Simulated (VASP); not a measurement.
# Ni3Hg (Pm-3m) in VASP: settings compared

Ni3Hg is run at these levels: PBEsol+D3(BJ), PBE; tasks: single point.

Everything below comes from runs of VASP 6.6.1. Logs are shortened: lines on timing, memory, paths and dates and some standing lists are left out, and cuts for length are marked.

## 1. The cell of the first run

It takes space group Pm-3m (No. 221, cubic). Conventional cell: a = 3.745 Å, b = 3.745 Å, c = 3.745 Å, α = 90.00°, β = 90.00°, γ = 90.00°. Ni (site symmetry 4/mmm) has 8 Ni at 2.65 Å and 4 Hg at 2.65 Å within 3.5 Å. Hg (site symmetry m-3m) has 12 Ni at 2.65 Å within 3.5 Å.

## 2. Single point, PBEsol+D3(BJ), collinear spin, ferromagnetic start

INCAR

```
  ALGO = Normal
  EDIFF = 1E-7
  ENCUT = 520
  GGA = PS
  ISIF = 2
  ISMEAR = 0
  ISPIN = 2
  IVDW = 12
  LASPH = T
  LCHARG = F
  LMAXMIX = 4
  LORBIT = 11
  LREAL = F
  LWAVE = F
  MAGMOM = 0.37 0.37 0.37 0
  NBANDS = 33
  NELM = 150
  PREC = Accurate
  SIGMA = 0.1
```

KPOINTS

```
k-points
0
Gamma
  2 2 2
```

POSCAR

```
Ni3Hg
1.0
    3.7449110000      0.0000000000      0.0000000000
    0.0000000000      3.7449110000      0.0000000000
    0.0000000000      0.0000000000      3.7449110000
Ni Hg
3 1
Direct
    0.0000000000      0.5000000000      0.5000000000
    0.5000000000      0.0000000000      0.5000000000
    0.5000000000      0.5000000000      0.0000000000
    0.0000000000      0.0000000000      0.0000000000
```

Potentials or basis: VASP PAW PBE potentials, release 64 (Ni, Hg).

Started as:

```bash
> cat potpaw_PBE.64/Ni/POTCAR potpaw_PBE.64/Hg/POTCAR > POTCAR
> mpirun -np 1 vasp_std > vasp.out
```

OUTCAR:

```text
EDIFF = 1E-7
   ENCUT = 520
   GGA = PS
   ISIF = 2
   ISMEAR = 0
   ISPIN = 2
   IVDW = 12
   LASPH = T
   LORBIT = 11
   LREAL = F
   NELM = 150
   PREC = Accurate
 IVDW          = 12

 ion  position               nearest neighbor table
   1  0.000  0.500  0.500-   2 2.65   3 2.65   4 2.65   3 2.65   4 2.65   2 2.65   4 2.65   4 2.65
                             2 2.65   3 2.65   3 2.65   2 2.65
   2  0.500  0.000  0.500-   1 2.65   3 2.65   4 2.65   3 2.65   4 2.65   1 2.65   3 2.65   3 2.65
                             1 2.65   4 2.65   4 2.65   1 2.65
   3  0.500  0.500  0.000-   1 2.65   2 2.65   4 2.65   1 2.65   2 2.65   2 2.65   4 2.65   2 2.65
                             1 2.65   4 2.65   1 2.65   4 2.65
   4  0.000  0.000  0.000-   1 2.65   2 2.65   3 2.65   1 2.65   2 2.65   1 2.65   3 2.65   1 2.65
                             2 2.65   3 2.65   2 2.65   3 2.65

  LATTYP: Found a simple cubic cell.
 ALAT       =     3.7449110000

  Lattice vectors:

 A1 = (   3.7449110000,   0.0000000000,   0.0000000000)
 A2 = (   0.0000000000,   3.7449110000,   0.0000000000)
 A3 = (   0.0000000000,   0.0000000000,   3.7449110000)

Analysis of symmetry for initial positions (statically):
=====================================================================
 Subroutine PRICEL returns:
 Original cell was already a primitive cell.

 Routine SETGRP: Setting up the symmetry group for a
 simple cubic supercell.

 Subroutine GETGRP returns: Found 48 space group operations
 (whereof 48 operations were pure point group operations)
 out of a pool of 48 trial point group operations.

The static configuration has the point symmetry O_h .

Analysis of symmetry for dynamics (positions and initial velocities):
=====================================================================
 Subroutine PRICEL returns:
 Original cell was already a primitive cell.

 Routine SETGRP: Setting up the symmetry group for a
 simple cubic supercell.

 Subroutine GETGRP returns: Found 48 space group operations
 (whereof 48 operations were pure point group operations)
 out of a pool of 48 trial point group operations.

The dynamic configuration has the point symmetry O_h .

Analysis of structural, dynamic, and magnetic symmetry:
=====================================================================
 Subroutine PRICEL returns:
 Original cell was already a primitive cell.

 Routine SETGRP: Setting up the symmetry group for a
 simple cubic supercell.

 Subroutine GETGRP returns: Found 48 space group operations
 (whereof 48 operations were pure point group operations)
 out of a pool of 48 trial point group operations.

The overall configuration has the point symmetry O_h .

 Subroutine INISYM returns: Found 48 space group operations
 (whereof 48 operations are pure point group operations),
 and found     1 'primitive' translations

----------------------------------------------------------------------------------------

                                     Primitive cell

  volume of cell :      52.5200

  direct lattice vectors                    reciprocal lattice vectors
     3.744911000  0.000000000  0.000000000     0.267029043  0.000000000  0.000000000
     0.000000000  3.744911000  0.000000000     0.000000000  0.267029043  0.000000000
     0.000000000  0.000000000  3.744911000     0.000000000  0.000000000  0.267029043

  length of vectors
     3.744911000  3.744911000  3.744911000     0.267029043  0.267029043  0.267029043

  position of ions in fractional coordinates (direct lattice)
     0.000000000  0.500000000  0.500000000
     0.500000000  0.000000000  0.500000000
     0.500000000  0.500000000  0.000000000
     0.000000000  0.000000000  0.000000000

  ion indices of the primitive-cell ions
   primitive index   ion index
                 1           1
                 2           2
                 3           3
                 4           4

----------------------------------------------------------------------------------------

 KPOINTS: k-points

Automatic generation of k-mesh.
 Grid dimensions read from file:
 generate k-points for:    2    2    2

 Generating k-lattice:

  Cartesian coordinates                     Fractional coordinates (reciprocal lattice)
     0.133514521  0.000000000  0.000000000     0.500000000  0.000000000  0.000000000
     0.000000000  0.133514521  0.000000000     0.000000000  0.500000000  0.000000000
     0.000000000  0.000000000  0.133514521     0.000000000  0.000000000  0.500000000

  Length of vectors
     0.133514521  0.133514521  0.133514521

  Shift w.r.t. Gamma in fractional coordinates (k-lattice)
     0.000000000  0.000000000  0.000000000

 Subroutine IBZKPT returns following result:
 ===========================================

 Found      4 irreducible k-points:

 Following reciprocal coordinates:
            Coordinates               Weight
  0.000000  0.000000  0.000000      1.000000
  0.500000  0.000000  0.000000      3.000000
  0.500000  0.500000  0.000000      3.000000
  0.500000  0.500000  0.500000      1.000000
   k-points           NKPTS =      4   k-points in BZ     NKDIM =      4   number of bands    NBANDS=     33
   number of dos      NEDOS =    301   number of ions     NIONS =      4
   total plane-waves  NPLWV =  21952
   dimension x,y,z NGX =    28 NGY =   28 NGZ =   28
   dimension x,y,z NGXF=    56 NGYF=   56 NGZF=   56
   ions per type =               3   1
   NGX,Y,Z   is equivalent  to a cutoff of  12.43, 12.43, 12.43 a.u.
   NGXF,Y,Z  is equivalent  to a cutoff of  24.86, 24.86, 24.86 a.u.
 SYSTEM =  unknown system
   PREC   = accura    normal or accurate (medium, high low for compatibility)
   ISTART =      0    job   : 0-new  1-cont  2-samecut
   ICHARG =      2    charge: 1-file 2-atom 10-const
   ISPIN  =      2    spin polarized calculation?
   LNONCOLLINEAR =      F non collinear calculations
   LSORBIT =      F    spin-orbit coupling
   LASPH  =      T    aspherical Exc in radial PAW
   ENCUT  =  520.0 eV  38.22 Ry    6.18 a.u.   6.96  6.96  6.96*2*pi/ulx,y,z
   NELM   =    150;   NELMIN=  2; NELMDL= -5     # of ELM steps
   EDIFF  = 0.1E-06   stopping-criterion for ELM
   LREAL  =      F    real-space projection
   EDIFFG = 0.1E-05   stopping-criterion for IOM
   NSW    =      0    number of steps for IOM
   IBRION =     -1    ionic relax: 0-MD 1-quasi-New 2-CG
   NFREE  =      0    steps in history (QN), initial steepest desc. (CG)
   ISIF   =      2    stress and relaxation
   ISYM   =      2    0-nonsym 1-usesym 2-fastsym
   POTIM  = 0.5000    time-step for ionic-motion
   TEBEG  =    0.0;   TEEND  =   0.0 temperature during run
   PSTRESS=    0.0 pullay stress
   NELECT =      42.0000    total number of electrons
   NUPDOWN=      -1.0000    fix difference up-down
   EMIN   =  10.00;   EMAX   =-10.00  energy-range for DOS
   EFERMI =   0.00;   METHOD = LEGACY
   ISMEAR =     0;   SIGMA  =   0.10  broadening in eV -4-tet -1-fermi 0-gaus
   EFERMI_NEDOS =   21; number of points for ismear=-14 and -15
   IALGO  =     38    algorithm
   IMIX   =      4    mixing-type and parameters
     AMIX     =   0.40;   BMIX     =  1.00
     AMIX_MAG =   1.60;   BMIX_MAG =  1.00
  volume/ion in A,a.u.               =      13.13        88.61
  Fermi-wavevector in a.u.,A,eV,Ry     =   1.519555  2.871543 31.416498  2.309047
  Thomas-Fermi vector in A             =   2.628525
   LORBIT       =     11    0 simple, 1 ext, 2 COOP (PROOUT), +10 PAW based schemes
   GGA     = PS    functional components
   LHFCALC =     F    Hartree Fock is set to
   AEXX    =    0.0000 exact exchange contribution
   IVDW    =    12    specifies the selected vdW correction
   LEPSILON=     F    determine dielectric tensor
   LRPA    =     F    only Hartree local field effects (RPA)
 spin polarized calculation
 Gauss-broadening in eV      SIGMA  =   0.10
  energy-cutoff  :      520.00
  volume of cell :       52.52
 maximum number of plane-waves:      1422
 NGX is ok and might be reduce to    28
   NGX = 13   NGY = 13   NGZ = 13

 number of electron      41.9999926 magnetization       1.3050277

 Free energy of the ion-electron system (eV)
  ---------------------------------------------------
  ext. energy  EPLUGINS =         0.00000000
  ---------------------------------------------------
  free energy    TOTEN  =       -18.08526361 eV

  energy without entropy =      -18.06237954  energy(sigma->0) =      -18.07382157

 E-fermi :   7.0375     XC(G=0): -12.9367

 val. band max:        7.0201302598   @ k =   0.0000   0.0000   0.0000
 cond. band min:       7.0581710229   @ k =   0.5000   0.5000   0.5000
 fundamental gap:      0.0380407631
 Fermi energy:         7.0374892579

 spin component 1

 k-point     1 :       0.0000    0.0000    0.0000
  band No.  band energies     occupation
      1      -2.6539      1.00000
      2      -1.0377      1.00000
      3      -1.0377      1.00000
      4      -0.4490      1.00000
      5      -0.4490      1.00000
      6      -0.4490      1.00000
[... 25 lines left out ...]
     32      19.8875      0.00000
     33      19.8875      0.00000

 k-point     2 :       0.5000    0.0000    0.0000
  band No.  band energies     occupation
      1      -1.1944      1.00000
      2      -0.7714      1.00000
      3      -0.3605      1.00000
      4      -0.3605      1.00000
      5      -0.3401      1.00000
      6       0.9394      1.00000
[... 25 lines left out ...]
     32      23.3030      0.00000
     33      23.9432      0.00000

 k-point     3 :       0.5000    0.5000    0.0000
  band No.  band energies     occupation
      1      -0.9826      1.00000
      2      -0.5971      1.00000
      3      -0.3315      1.00000
      4      -0.3315      1.00000
      5       0.2890      1.00000
      6       1.5957      1.00000
[... 25 lines left out ...]
     32      18.2264      0.00000
     33      26.4816      0.00000

 k-point     4 :       0.5000    0.5000    0.5000
  band No.  band energies     occupation
      1      -0.9993      1.00000
      2      -0.9993      1.00000
      3      -0.9993      1.00000
      4       0.1671      1.00000
      5       0.1671      1.00000
      6       1.5362      1.00000
[... 25 lines left out ...]
     32      26.5841      0.00000
     33      26.9155      0.00000
 Fermi energy:         7.0374892579

 spin component 2

 k-point     1 :       0.0000    0.0000    0.0000
  band No.  band energies     occupation
      1      -2.6481      1.00000
      2      -1.0093      1.00000
      3      -1.0093      1.00000
      4      -0.4223      1.00000
      5      -0.4223      1.00000
      6      -0.4223      1.00000
[... 25 lines left out ...]
     32      19.8853      0.00000
     33      19.8853      0.00000

 k-point     2 :       0.5000    0.0000    0.0000
  band No.  band energies     occupation
      1      -1.1817      1.00000
      2      -0.7506      1.00000
      3      -0.3566      1.00000
      4      -0.3566      1.00000
      5      -0.3209      1.00000
      6       0.9495      1.00000
[... 25 lines left out ...]
     32      23.3595      0.00000
     33      23.9946      0.00000

 k-point     3 :       0.5000    0.5000    0.0000
  band No.  band energies     occupation
      1      -0.9798      1.00000
      2      -0.5853      1.00000
      3      -0.3254      1.00000
      4      -0.3254      1.00000
      5       0.3041      1.00000
      6       1.6636      1.00000
[... 25 lines left out ...]
     32      18.2831      0.00000
     33      26.5018      0.00000

 k-point     4 :       0.5000    0.5000    0.5000
  band No.  band energies     occupation
      1      -0.9799      1.00000
      2      -0.9799      1.00000
      3      -0.9799      1.00000
      4       0.1909      1.00000
      5       0.1909      1.00000
      6       1.6857      1.00000
[... 25 lines left out ...]
     32      26.5276      0.00000
     33      26.9854      0.00000

------------------------ aborting loop because EDIFF is reached ----------------------------------------

 Edisp (eV)   -1.74409

 E8    (eV) :    -1.1573

  FORCE on cell =-STRESS in cart. coord.  units (eV):
  Direction    XX          YY          ZZ          XY          YZ          ZX
  --------------------------------------------------------------------------------------
  -------------------------------------------------------------------------------------
  Total      -4.12667    -4.12667    -4.12667     0.00000     0.00000    -0.00000
  in kB    -125.88842  -125.88842  -125.88842     0.00000     0.00000    -0.00000
  external pressure =     -125.89 kB  Pullay stress =        0.00 kB

 VOLUME and BASIS-vectors are now :
 -----------------------------------------------------------------------------
  energy-cutoff  :      520.00
  volume of cell :       52.52
      direct lattice vectors                 reciprocal lattice vectors
     3.744911000  0.000000000  0.000000000     0.267029043  0.000000000  0.000000000
     0.000000000  3.744911000  0.000000000     0.000000000  0.267029043  0.000000000
     0.000000000  0.000000000  3.744911000     0.000000000  0.000000000  0.267029043

 POSITION                                       TOTAL-FORCE (eV/Angst)
 -----------------------------------------------------------------------------------
      0.00000      1.87246      1.87246         0.000000      0.000000      0.000000
      1.87246      0.00000      1.87246         0.000000      0.000000      0.000000
      1.87246      1.87246      0.00000         0.000000      0.000000      0.000000
      0.00000      0.00000      0.00000         0.000000      0.000000      0.000000
 -----------------------------------------------------------------------------------
    total drift:                                0.000000      0.000000      0.000000

  FREE ENERGIE OF THE ION-ELECTRON SYSTEM (eV)
  ---------------------------------------------------
  free  energy   TOTEN  =       -19.8293504447 eV

  energy  without entropy=      -19.8064663711  energy(sigma->0) =      -19.81790841

 total charge

# of ion       s       p       d       tot
------------------------------------------
    1        0.403   0.420   8.335   9.158
    2        0.403   0.420   8.335   9.158
    3        0.403   0.420   8.335   9.158
    4        0.825   0.660   9.245  10.730
--------------------------------------------------
tot          2.034   1.921  34.250  38.205

 magnetization (x)

# of ion       s       p       d       tot
------------------------------------------
    1       -0.006  -0.003   0.451   0.442
    2       -0.006  -0.003   0.451   0.442
    3       -0.006  -0.003   0.451   0.442
    4        0.016  -0.012   0.006   0.009
--------------------------------------------------
tot         -0.004  -0.022   1.359   1.333
```

Wall time 25 s (1 thread of Intel Xeon Platinum 8375C at 2.90GHz (Ice Lake), shared host); peak memory 0.18 GiB.

What came out:

- Free energy: -19.8294 eV
- Pressure: -12.6 GPa
- Net moment: 1.31 μB per cell
- Site moments: Ni +0.44; Hg +0.01 μB
- Valence electrons inside the program's atomic spheres: Ni 9.16; Hg 10.73
- Dispersion energy per atom: -0.436 eV

Levels at points of the mesh, in eV from the Fermi level:
Spin up:
```tsv
k point	band 19	band 20	band 21	band 22	band 23	band 24
(0.00, 0.00, 0.00)	-0.46	-0.46	-0.43	1.44	1.44	1.44
(0.50, 0.00, 0.00)	-1.12	-0.90	-0.73	-0.46	6.01	6.01
(0.50, 0.50, 0.00)	-1.17	-1.10	-0.05	0.29	0.51	0.51
(0.50, 0.50, 0.50)	-0.83	-0.83	-0.52	-0.52	-0.52	-0.29
```
Spin down:
```tsv
k point	band 16	band 17	band 18	band 19	band 20	band 21	band 22	band 23	band 24	band 25
(0.00, 0.00, 0.00)	-0.40	-0.40	-0.02	0.18	0.18	0.18	1.44	1.44	1.44	6.25
(0.50, 0.00, 0.00)	-0.95	-0.79	-0.79	-0.77	-0.48	-0.39	0.18	6.15	6.15	6.97
(0.50, 0.50, 0.00)	-1.04	-1.04	-0.98	-0.65	-0.56	0.33	0.44	0.96	0.96	9.70
(0.50, 0.50, 0.50)	-0.59	-0.59	-0.59	-0.39	-0.39	-0.33	0.02	0.02	0.02	2.79
```

Caveat: the k points lie up to 0.84 Å⁻¹ apart; the PAW data sets were made with another functional, which shifts forces and pressure a little; spin-orbit coupling is left out, which moves the levels of the heavy elements.

## 3. Single point, PBE, collinear spin, ferromagnetic start

INCAR

```
  PREC = Accurate
  ENCUT = 520
  EDIFF = 1E-6
  ISMEAR = 0
  SIGMA = 0.1
  LREAL = False
  LASPH = True
  NELM = 150
  ALGO = Normal
  ISIF = 2
  LWAVE = False
  LCHARG = False
  ISPIN = 2
  MAGMOM = 2 2 2 0
  LORBIT = 11
  LMAXMIX = 4
  GGA = PE
  NBANDS = 33
```

KPOINTS

```
Automatic mesh
0
Gamma
  4 4 4
```

POSCAR is that of step 2.

Potentials or basis: VASP PAW PBE potentials, release 64 (Ni, Hg).

Started as:

```bash
> cat potpaw_PBE.64/Ni/POTCAR potpaw_PBE.64/Hg/POTCAR > POTCAR
> mpirun -np 1 vasp_std > vasp.out
```

It took 31 s on 1 thread of Intel Xeon Platinum 8375C at 2.90GHz (Ice Lake), shared host; peak memory 0.18 GiB.

It converged, with:

- Free energy: -15.7894 eV
- Pressure: 1.2 GPa
- Net moment: 0.91 μB per cell
- Site moments: Ni +0.33; Hg -0.03 μB
- Valence electrons inside the program's atomic spheres: Ni 9.18; Hg 10.73

Levels at points of the mesh, in eV from the Fermi level:
Spin up:
```
           k point  band 18  band 19  band 20  band 21  band 22  band 23  band 24  band 25
(0.00, 0.00, 0.00)    -0.26    -0.18    -0.18    -0.18     1.54     1.54     1.54     6.29
(0.50, 0.00, 0.00)    -0.95    -0.92    -0.69    -0.47    -0.17     6.14     6.14     7.02
(0.50, 0.50, 0.00)    -1.10    -0.90    -0.86     0.15     0.47     0.73     0.73     9.70
(0.50, 0.50, 0.50)    -0.64    -0.61    -0.61    -0.29    -0.29    -0.29    -0.17     2.64
```
Spin down:
| k point | band 18 | band 19 | band 20 | band 21 | band 22 | band 23 |
| --- | --- | --- | --- | --- | --- | --- |
| (0.00, 0.00, 0.00) | 0.08 | 0.37 | 0.37 | 0.37 | 1.51 | 1.51 |
| (0.50, 0.00, 0.00) | -0.68 | -0.65 | -0.46 | -0.24 | 0.37 | 6.21 |
| (0.50, 0.50, 0.00) | -0.88 | -0.62 | -0.39 | 0.35 | 0.56 | 1.10 |
| (0.50, 0.50, 0.50) | -0.43 | -0.37 | -0.37 | -0.23 | 0.17 | 0.17 |

Caveat: the k points lie up to 0.42 Å⁻¹ apart; spin-orbit coupling is left out, which moves the levels of the heavy elements.
